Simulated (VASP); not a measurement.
# BeS (F-43m) in VASP: further runs

Runs on BeS. Level: r2SCAN. Tasks: relaxation of cell and atoms.

All numbers are computed with VASP 6.6.1; they aren't measurements. Logs are shortened: lines on timing, memory, paths and dates and some standing lists are left out, and cuts for length are marked.

### Step 1. The cell of the first run

It takes space group F-43m (No. 216, cubic). Conventional cell: a = 4.868 Å, b = 4.868 Å, c = 4.868 Å, α = 90.00°, β = 90.00°, γ = 90.00°. Be (site symmetry -43m) has 4 S at 2.11 Å within 2.8 Å. Within 2.8 Å of S (site symmetry -43m) lie 4 Be at 2.11 Å.

### Step 2. Relaxation of cell and atoms, r2SCAN, target pressure 2 GPa, at which the enthalpy is minimised

POSCAR

```
BeS
1.0
    0.0000000000      2.4342241204      2.4342241204
    2.4342241204      0.0000000000      2.4342241204
    2.4342241204      2.4342241204      0.0000000000
Be S
1 1
Direct
    0.0000000000      0.0000000000      0.0000000000
    0.7500000000      0.7500000000      0.7500000000
```

INCAR.step1

```
PREC = Accurate
ENCUT = 600
ISMEAR = 0
SIGMA = 0.01
LREAL = F
LASPH = T
NELM = 80
GGA = PE
ALGO = Normal
EDIFF = 1E-4
LWAVE = T
LCHARG = F
```

INCAR.step2

```
PREC = Accurate
ENCUT = 600
EDIFF = 1E-6
ISMEAR = 0
SIGMA = 0.01
LREAL = F
LASPH = T
NELM = 80
ALGO = Normal
ISIF = 3
LWAVE = F
LCHARG = F
METAGGA = R2SCAN
LMIXTAU = T
IBRION = 2
NSW = 100
EDIFFG = -0.002
PSTRESS = 20.0
ISTART = 1
```

KPOINTS

```
regular mesh
0
Gamma
  8 8 8
```

Potentials or basis: VASP PAW PBE potentials, release 64 (Be, S).

Launch:

```sh
$ cat potpaw_PBE.64/Be/POTCAR potpaw_PBE.64/S/POTCAR > POTCAR
$ cp INCAR.step1 INCAR
$ mpirun -np 1 vasp_std > vasp.out
$ cp INCAR.step2 INCAR
$ mpirun -np 1 vasp_std > vasp.out
```

OUTCAR:

```text
PREC = Accurate
   ENCUT = 600
   EDIFF = 1E-6
   ISMEAR = 0
   LREAL = F
   LASPH = T
   NELM = 80
   ISIF = 3
   METAGGA = R2SCAN
   IBRION = 2
   NSW = 100
   EDIFFG = -0.002
   PSTRESS = 20.0
   ISTART = 1

 ion  position               nearest neighbor table
   1  0.000  0.000  0.000-   2 2.11   2 2.11   2 2.11   2 2.11
   2  0.750  0.750  0.750-   1 2.11   1 2.11   1 2.11   1 2.11

  LATTYP: Found a face centered cubic cell.
 ALAT       =     4.8684482408

  Lattice vectors:

 A1 = (   0.0000000000,   2.4342241204,   2.4342241204)
 A2 = (   2.4342241204,   0.0000000000,   2.4342241204)
 A3 = (   2.4342241204,   2.4342241204,   0.0000000000)

Analysis of symmetry for initial positions (statically):
=====================================================================
 Subroutine PRICEL returns:
 Original cell was already a primitive cell.

 Routine SETGRP: Setting up the symmetry group for a
 face centered cubic supercell.

 Subroutine GETGRP returns: Found 24 space group operations
 (whereof 24 operations were pure point group operations)
 out of a pool of 48 trial point group operations.

The static configuration has the point symmetry T_d .

Analysis of symmetry for dynamics (positions and initial velocities):
=====================================================================
 Subroutine PRICEL returns:
 Original cell was already a primitive cell.

 Routine SETGRP: Setting up the symmetry group for a
 face centered cubic supercell.

 Subroutine GETGRP returns: Found 24 space group operations
 (whereof 24 operations were pure point group operations)
 out of a pool of 48 trial point group operations.

The dynamic configuration has the point symmetry T_d .

 Subroutine INISYM returns: Found 24 space group operations
 (whereof 24 operations are pure point group operations),
 and found     1 'primitive' translations

----------------------------------------------------------------------------------------

                                     Primitive cell

  volume of cell :      28.8477

  direct lattice vectors                    reciprocal lattice vectors
     0.000000000  2.434224120  2.434224120    -0.205404258  0.205404258  0.205404258
     2.434224120  0.000000000  2.434224120     0.205404258 -0.205404258  0.205404258
     2.434224120  2.434224120  0.000000000     0.205404258  0.205404258 -0.205404258

[... 89 lines left out ...]
   ISIF   =      3    stress and relaxation
   ISYM   =      2    0-nonsym 1-usesym 2-fastsym
   POTIM  = 0.5000    time-step for ionic-motion
   TEBEG  =    0.0;   TEEND  =   0.0 temperature during run
   PSTRESS=   20.0 pullay stress
   NELECT =       8.0000    total number of electrons
   NUPDOWN=      -1.0000    fix difference up-down
   EMIN   =  10.00;   EMAX   =-10.00  energy-range for DOS
   EFERMI =   0.00;   METHOD = LEGACY
   ISMEAR =     0;   SIGMA  =   0.01  broadening in eV -4-tet -1-fermi 0-gaus
   EFERMI_NEDOS =   21; number of points for ismear=-14 and -15
   IALGO  =     38    algorithm
   IMIX   =      4    mixing-type and parameters
     AMIX     =   0.40;   BMIX     =  1.00
     AMIX_MAG =   1.60;   BMIX_MAG =  1.00
  volume/ion in A,a.u.               =      14.42        97.34
  Fermi-wavevector in a.u.,A,eV,Ry     =   1.067581  2.017436 15.506964  1.139730
  Thomas-Fermi vector in A             =   2.203202
   LORBIT       =      0    0 simple, 1 ext, 2 COOP (PROOUT), +10 PAW based schemes
   METAGGA = R2SCAN    functional components
   LHFCALC =     F    Hartree Fock is set to
   AEXX    =    0.0000 exact exchange contribution
   IVDW    =     0    specifies the selected vdW correction
   LEPSILON=     F    determine dielectric tensor
   LRPA    =     F    only Hartree local field effects (RPA)
 conjugate gradient relaxation of ions
 non-spin polarized calculation
 Gauss-broadening in eV      SIGMA  =   0.01
  energy-cutoff  :      600.00
  volume of cell :       28.85
 maximum number of plane-waves:       982
   NGX = 13   NGY = 13   NGZ = 13

--------------------------------------- Ionic step        1  -------------------------------------------

 number of electron       7.9999999 magnetization

 Free energy of the ion-electron system (eV)
  ---------------------------------------------------
  ext. energy  EPLUGINS =         0.00000000
  ---------------------------------------------------
  free energy    TOTEN  =       -14.78686378 eV

  energy without entropy =      -14.78686378  energy(sigma->0) =      -14.78686378

------------------------ aborting loop because EDIFF is reached ----------------------------------------

  FORCE on cell =-STRESS in cart. coord.  units (eV):
  Direction    XX          YY          ZZ          XY          YZ          ZX
  --------------------------------------------------------------------------------------
  -------------------------------------------------------------------------------------
  Total        0.0558701      0.0558701      0.0558701      0.0000000     -0.0000000      0.0000000
  in kB        3.1029775      3.1029775      3.1029775      0.0000000     -0.0000000      0.0000000
  external PRESSURE =     -16.8970225 kB  Pullay stress =      20.0000000 kB
[... 101 lines left out ...]
--------------------------------------- Ionic step        4  -------------------------------------------

 number of electron       7.9999999 magnetization

 Free energy of the ion-electron system (eV)
  ---------------------------------------------------
  ext. energy  EPLUGINS =         0.00000000
  ---------------------------------------------------
  free energy    TOTEN  =       -14.78356638 eV

  energy without entropy =      -14.78356638  energy(sigma->0) =      -14.78356638

 E-fermi :   4.1313     XC(G=0): -10.2054

 val. band max:        4.0203159989   @ k =   0.0000   0.0000   0.0000
 cond. band min:       7.5818236588   @ k =   0.5000   0.5000   0.0000
 fundamental gap:      3.5615076598
 Fermi energy:         4.1312860727

 k-point     1 :       0.0000    0.0000    0.0000
  band No.  band energies     occupation
      1     -10.3118      2.00000
      2       4.0203      2.00000
      3       4.0203      2.00000
      4       4.0203      2.00000
      5      10.2744      0.00000
      6      10.2744      0.00000
      7      10.2744      0.00000
      8      10.7545      0.00000
[... 243 lines left out ...]
 k-point    24 :      -0.3750    0.2500    0.1250
  band No.  band energies     occupation
      1      -8.3283      2.00000
      2      -1.4182      2.00000
      3       1.1554      2.00000
      4       2.1297      2.00000
      5      10.6555      0.00000
      6      11.2488      0.00000
      7      13.9217      0.00000
      8      15.2975      0.00000

 [... further k-points ...]
[... 5 lines left out ...]
  --------------------------------------------------------------------------------------
  -------------------------------------------------------------------------------------
  Total        0.3504739      0.3504739      0.3504739      0.0000000      0.0000000      0.0000000
  in kB       19.7877303     19.7877303     19.7877303      0.0000000      0.0000000      0.0000000
  external PRESSURE =      -0.2122697 kB  Pullay stress =      20.0000000 kB
[... 21 lines left out ...]
  energy  without entropy=      -14.7835663756  energy(sigma->0) =      -14.78356638

  enthalpy is  TOTEN    =       -14.4293328141 eV   P V=        0.3542335616

 reached required accuracy - stopping structural energy minimisation
```

OUTCAR.step1:

```text
PREC = Accurate
   ENCUT = 600
   ISMEAR = 0
   LREAL = F
   LASPH = T
[... 484 lines left out ...]
 -----------------------------------------------------------------------------------
      0.00000      0.00000      0.00000         0.000000      0.000000      0.000000
      3.65134      3.65134      3.65134        -0.000000     -0.000000     -0.000000
 -----------------------------------------------------------------------------------
    total drift:                                0.000000      0.000000     -0.000000

  FREE ENERGIE OF THE ION-ELECTRON SYSTEM (eV)
  ---------------------------------------------------
  free  energy   TOTEN  =       -10.0133119429 eV

  energy  without entropy=      -10.0133119429  energy(sigma->0) =      -10.01331194
```

Run time: 93 s. Hardware: 1 thread of Intel Xeon 6975P-C (Granite Rapids), shared host; peak memory 0.16 GiB.

Results:

- Free energy: -14.7836 eV
- Relaxed volume: 14.19 Å³/atom
- Relaxed cell: a = 3.424 Å, b = 3.424 Å, c = 3.424 Å, α = 60.00°, β = 60.00°, γ = 60.00°
- Space group after relaxing (to 0.05 Å): F-43m (No. 216)
- Energy change on relaxing (the enthalpy is what falls): +1.6 meV/atom
- Ionic steps: 4
- Pressure after relaxing: 2.0 GPa
- Band gap on the k mesh: 3.56 eV, indirect (least direct gap 6.25 eV)

Step by step:
```tsv
step	energy change (eV)	largest force (eV/Å)	pressure (GPa)	volume (Å³)
1	0.0000	0.0000	0.31	28.85
2	0.0056	0.0000	2.57	28.22
3	0.0034	0.0000	2.02	28.37
4	0.0033	0.0000	1.98	28.38
```

Final structure:
```cif
data_structure
_symmetry_space_group_name_H-M 'P 1'
_symmetry_Int_Tables_number 1
_cell_length_a 3.4237
_cell_length_b 3.4237
_cell_length_c 3.4237
_cell_angle_alpha 60.000
_cell_angle_beta 60.000
_cell_angle_gamma 60.000
_cell_volume 28.38
loop_
_atom_site_label
_atom_site_type_symbol
_atom_site_fract_x
_atom_site_fract_y
_atom_site_fract_z
_atom_site_occupancy
Be1 Be 0.00000 0.00000 0.00000 1
S1 S 0.75000 0.75000 0.75000 1
```

Levels at points of the mesh, in eV from the valence-band top:
```
           k point  band 2  band 3  band 4  band 5  band 6  band 7
(0.00, 0.00, 0.00)    0.00    0.00    0.00    6.25    6.25    6.25
(0.50, 0.00, 0.00)   -5.99   -1.07   -1.07    6.12    7.14    7.14
(0.50, 0.50, 0.00)   -5.22   -2.73   -2.73    3.56    5.38   13.91
```

Caveat: the cell is relaxed towards a set pressure, so the enthalpy falls and the energy may rise; the PAW data sets were made with another functional, which shifts forces and pressure a little. A k mesh can miss the band edges.

### Step 3. Relaxation of cell and atoms, r2SCAN, target pressure 4 GPa, at which the enthalpy is minimised

POSCAR is that of step 2.

INCAR.step1

```
SYSTEM = BeS
  ALGO = Normal
  EDIFF = 1E-4
  ENCUT = 600
  GGA = PE
  ISMEAR = 0
  LASPH = .TRUE.
  LCHARG = .FALSE.
  LREAL = .FALSE.
  LWAVE = .TRUE.
  NELM = 60
  PREC = Accurate
  SIGMA = 0.01
```

INCAR.step2

```
SYSTEM = BeS
  ALGO = Normal
  EDIFF = 1E-6
  EDIFFG = -0.002
  ENCUT = 600
  IBRION = 2
  ISIF = 3
  ISMEAR = 0
  ISTART = 1
  LASPH = .TRUE.
  LCHARG = .FALSE.
  LMIXTAU = .TRUE.
  LREAL = .FALSE.
  LWAVE = .FALSE.
  METAGGA = R2SCAN
  NELM = 60
  NSW = 100
  PREC = Accurate
  PSTRESS = 40.0
  SIGMA = 0.01
```

KPOINTS

```
k-points
0
G
  8 8 8
  0 0 0
```

Potentials or basis: VASP PAW PBE potentials, release 64 (Be, S).

Launch:

```sh
$ cat potpaw_PBE.64/Be/POTCAR potpaw_PBE.64/S/POTCAR > POTCAR
$ cp INCAR.step1 INCAR
$ mpirun -np 1 vasp_std > vasp.out
$ cp INCAR.step2 INCAR
$ mpirun -np 1 vasp_std > vasp.out
```

Run time: 3.5 min. Hardware: 1 thread of Intel Xeon 6975P-C (Granite Rapids), shared host; peak memory 0.16 GiB.

It converged, with:

- Free energy: -14.7738 eV
- Relaxed volume: 13.93 Å³/atom
- Relaxed cell: a = 3.402 Å, b = 3.402 Å, c = 3.402 Å, α = 60.00°, β = 60.00°, γ = 60.00°
- Space group after relaxing (to 0.05 Å): F-43m (No. 216)
- Energy change on relaxing (the enthalpy is what falls): +6.5 meV/atom
- Ionic steps: 19
- Pressure after relaxing: 4.0 GPa
- Band gap on the k mesh: 3.52 eV, indirect (least direct gap 6.24 eV)

The path:
| step | energy change (eV) | largest force (eV/Å) | pressure (GPa) | volume (Å³) |
| --- | --- | --- | --- | --- |
| 1 | 0.0000 | 0.0000 | 0.31 | 28.85 |
| 2 | 0.0239 | 0.0000 | 5.51 | 27.48 |
| 3 | 0.0132 | 0.0000 | 4.05 | 27.85 |
| 4 | 0.0127 | 0.0000 | 3.94 | 27.87 |
| 5 | 0.0127 | 0.0000 | 3.94 | 27.87 |
| 6 | 0.0127 | 0.0000 | 3.94 | 27.86 |
| 7 | 0.0127 | 0.0000 | 3.94 | 27.86 |
| 8 | 0.0127 | 0.0000 | 3.94 | 27.86 |
| 9 | 0.0127 | 0.0000 | 3.94 | 27.86 |
| 10 | 0.0127 | 0.0000 | 3.94 | 27.86 |
| 11 | 0.0127 | 0.0000 | 3.94 | 27.86 |
| 12 | 0.0127 | 0.0000 | 3.94 | 27.86 |
| 13 | 0.0127 | 0.0000 | 3.95 | 27.86 |
| 14 | 0.0128 | 0.0000 | 3.95 | 27.86 |
| 15 | 0.0128 | 0.0000 | 3.95 | 27.86 |
| 16 | 0.0130 | 0.0000 | 3.96 | 27.85 |
| 17 | 0.0132 | 0.0000 | 4.03 | 27.84 |
| 18 | 0.0131 | 0.0000 | 4.03 | 27.85 |
| 19 | 0.0130 | 0.0000 | 4.01 | 27.85 |

Final structure:
```xyz
2
Lattice="0.0000 2.4058 2.4058 2.4058 0.0000 2.4058 2.4058 2.4058 0.0000" Properties=species:S:1:pos:R:3 pbc="T T T"
Be    0.0000    0.0000    0.0000
S     3.6088    3.6088    3.6088
```

Levels at points of the mesh, in eV from the valence-band top:
| k point | band 2 | band 3 | band 4 | band 5 | band 6 | band 7 |
| --- | --- | --- | --- | --- | --- | --- |
| (0.00, 0.00, 0.00) | 0.00 | 0.00 | 0.00 | 6.24 | 6.24 | 6.24 |
| (0.50, 0.00, 0.00) | -6.12 | -1.09 | -1.09 | 6.19 | 7.13 | 7.13 |
| (0.50, 0.50, 0.00) | -5.32 | -2.80 | -2.80 | 3.52 | 5.36 | 14.06 |

Caveat: the cell is relaxed towards a set pressure, so the enthalpy falls and the energy may rise; the PAW data sets were made with another functional, which shifts forces and pressure a little. A k mesh can miss the band edges.

### Step 4. Relaxation of cell and atoms, r2SCAN, target pressure 7 GPa, at which the enthalpy is minimised

POSCAR is that of step 3.

INCAR.step1

```
SYSTEM = BeS
ALGO = Normal ; EDIFF = 1E-4
ENCUT = 600 ; GGA = PE
ISMEAR = 0 ; LASPH = .True.
LCHARG = .False. ; LREAL = .False.
LWAVE = .True. ; NELM = 60
PREC = Accurate ; SIGMA = 0.01
```

INCAR.step2

```
SYSTEM = BeS
ALGO = Normal ; EDIFF = 1E-7
EDIFFG = -0.002 ; ENCUT = 600
IBRION = 2 ; ISIF = 3
ISMEAR = 0 ; ISTART = 1
LASPH = .True. ; LCHARG = .False.
LMIXTAU = .True. ; LREAL = .False.
LWAVE = .False. ; METAGGA = R2SCAN
NELM = 60 ; NSW = 100
PREC = Accurate ; PSTRESS = 70.0
SIGMA = 0.01
```

KPOINTS

```
k-points
0
Gamma
  8 8 8
  0 0 0
```

Launch:

```sh
$ cat potpaw_PBE.64/Be/POTCAR potpaw_PBE.64/S/POTCAR > POTCAR
$ cp INCAR.step1 INCAR
$ mpirun -np 1 vasp_std > vasp.out
$ cp INCAR.step2 INCAR
$ mpirun -np 1 vasp_std > vasp.out
```

Run time: 1.8 min. Hardware: 1 thread of Intel Xeon 6975P-C (Granite Rapids), shared host; peak memory 0.16 GiB.

Results (log left out):

```
Free energy                                            : -14.7495 eV
Relaxed volume                                         : 13.57 Å³/atom
Relaxed cell                                           : a = 3.373 Å, b = 3.373 Å, c = 3.373 Å, α = 60.00°, β = 60.00°, γ = 60.00°
Space group after relaxing (to 0.05 Å)                 : F-43m (No. 216)
Energy change on relaxing (the enthalpy is what falls) : +18.7 meV/atom
Ionic steps                                            : 3
Pressure after relaxing                                : 7.0 GPa
Band gap on the k mesh                                 : 3.45 eV, indirect (least direct gap 6.22 eV)
```

Step by step:
| step | energy change (eV) | largest force (eV/Å) | pressure (GPa) | volume (Å³) |
| --- | --- | --- | --- | --- |
| 1 | 0.0000 | 0.0000 | 0.31 | 28.85 |
| 2 | 0.0772 | 0.0000 | 10.52 | 26.41 |
| 3 | 0.0373 | 0.0000 | 7.02 | 27.14 |

Final structure:
```
CELL_PARAMETERS angstrom
0.00000 2.38515 2.38515
2.38515 0.00000 2.38515
2.38515 2.38515 0.00000
ATOMIC_POSITIONS crystal
Be 0.00000 0.00000 0.00000
S 0.75000 0.75000 0.75000
```

Levels at points of the mesh, in eV from the valence-band top:
| k point | band 1 | band 2 | band 3 | band 4 | band 5 | band 6 | band 7 | band 8 |
| --- | --- | --- | --- | --- | --- | --- | --- | --- |
| (0.00, 0.00, 0.00) | -14.66 | 0.00 | 0.00 | 0.00 | 6.22 | 6.22 | 6.22 | 7.15 |
| (0.50, 0.00, 0.00) | -12.83 | -6.30 | -1.13 | -1.13 | 6.28 | 7.11 | 7.11 | 12.31 |
| (0.50, 0.50, 0.00) | -12.21 | -5.46 | -2.90 | -2.90 | 3.45 | 5.33 | 14.27 | 14.27 |

Caveat: the cell is relaxed towards a set pressure, so the enthalpy falls and the energy may rise; the PAW data sets were made with another functional, which shifts forces and pressure a little. A k mesh can miss the band edges.

### Step 5. Relaxation of cell and atoms, r2SCAN, target pressure 10 GPa, at which the enthalpy is minimised

POSCAR is that of step 4.

INCAR.step1

```
PREC     = Accurate       # precision mode
ENCUT    = 600            # plane-wave cutoff, eV
ISMEAR   = 0              # smearing method
SIGMA    = 0.01           # smearing width, eV
LREAL    = False          # projectors in reciprocal space
LASPH    = True           # aspherical terms in the spheres
NELM     = 80             # most SCF steps
GGA      = PE             # functional
ALGO     = Normal         # electronic algorithm
EDIFF    = 1E-4           # SCF threshold, eV
LWAVE    = True           # write WAVECAR
LCHARG   = False          # write CHGCAR
```

INCAR.step2

```
PREC     = Accurate       # precision mode
ENCUT    = 600            # plane-wave cutoff, eV
EDIFF    = 1E-6           # SCF threshold, eV
ISMEAR   = 0              # smearing method
SIGMA    = 0.01           # smearing width, eV
LREAL    = False          # projectors in reciprocal space
LASPH    = True           # aspherical terms in the spheres
NELM     = 80             # most SCF steps
ALGO     = Normal         # electronic algorithm
ISIF     = 3              # what is computed and relaxed
LWAVE    = False          # write WAVECAR
LCHARG   = False          # write CHGCAR
METAGGA  = R2SCAN         # meta-GGA
LMIXTAU  = True         
IBRION   = 2              # ionic algorithm
NSW      = 100            # ionic steps
EDIFFG   = -0.002         # ionic threshold
PSTRESS  = 100.0        
ISTART   = 1
```

KPOINTS

```
regular mesh
0
Gamma
  8 8 8
```

Launch:

```sh
$ cat potpaw_PBE.64/Be/POTCAR potpaw_PBE.64/S/POTCAR > POTCAR
$ cp INCAR.step1 INCAR
$ mpirun -np 1 vasp_std > vasp.out
$ cp INCAR.step2 INCAR
$ mpirun -np 1 vasp_std > vasp.out
```

Wall time 84 s (1 thread of Intel Xeon 6975P-C (Granite Rapids), shared host); peak memory 0.16 GiB.

It converged, with:

```
Free energy                                            : -14.7161 eV
Relaxed volume                                         : 13.25 Å³/atom
Relaxed cell                                           : a = 3.347 Å, b = 3.347 Å, c = 3.347 Å, α = 60.00°, β = 60.00°, γ = 60.00°
Space group after relaxing (to 0.05 Å)                 : F-43m (No. 216)
Energy change on relaxing (the enthalpy is what falls) : +35.4 meV/atom
Ionic steps                                            : 3
Pressure after relaxing                                : 10.0 GPa
Band gap on the k mesh                                 : 3.39 eV, indirect (least direct gap 6.20 eV)
```

The path:
```csv
step,energy change (eV),largest force (eV/Å),pressure (GPa),volume (Å³)
1,0.0000,0.0000,0.31,28.85
2,0.1643,0.0000,16.29,25.36
3,0.0707,0.0000,10.01,26.51
```

Final structure:
```cif
data_structure
_symmetry_space_group_name_H-M 'P 1'
_symmetry_Int_Tables_number 1
_cell_length_a 3.3467
_cell_length_b 3.3467
_cell_length_c 3.3467
_cell_angle_alpha 60.000
_cell_angle_beta 60.000
_cell_angle_gamma 60.000
_cell_volume 26.51
loop_
_atom_site_label
_atom_site_type_symbol
_atom_site_fract_x
_atom_site_fract_y
_atom_site_fract_z
_atom_site_occupancy
Be1 Be 0.00000 0.00000 0.00000 1
S1 S 0.75000 0.75000 0.75000 1
```

Levels at points of the mesh, in eV from the valence-band top:
```
           k point  band 2  band 3  band 4  band 5  band 6  band 7
(0.00, 0.00, 0.00)    0.00    0.00    0.00    6.20    6.20    6.20
(0.50, 0.00, 0.00)   -6.47   -1.17   -1.17    6.37    7.09    7.09
(0.50, 0.50, 0.00)   -5.60   -2.99   -2.99    3.39    5.30   14.46
```

Caveat: the cell is relaxed towards a set pressure, so the enthalpy falls and the energy may rise; the PAW data sets were made with another functional, which shifts forces and pressure a little.

(Continued in part 2 of 2.)
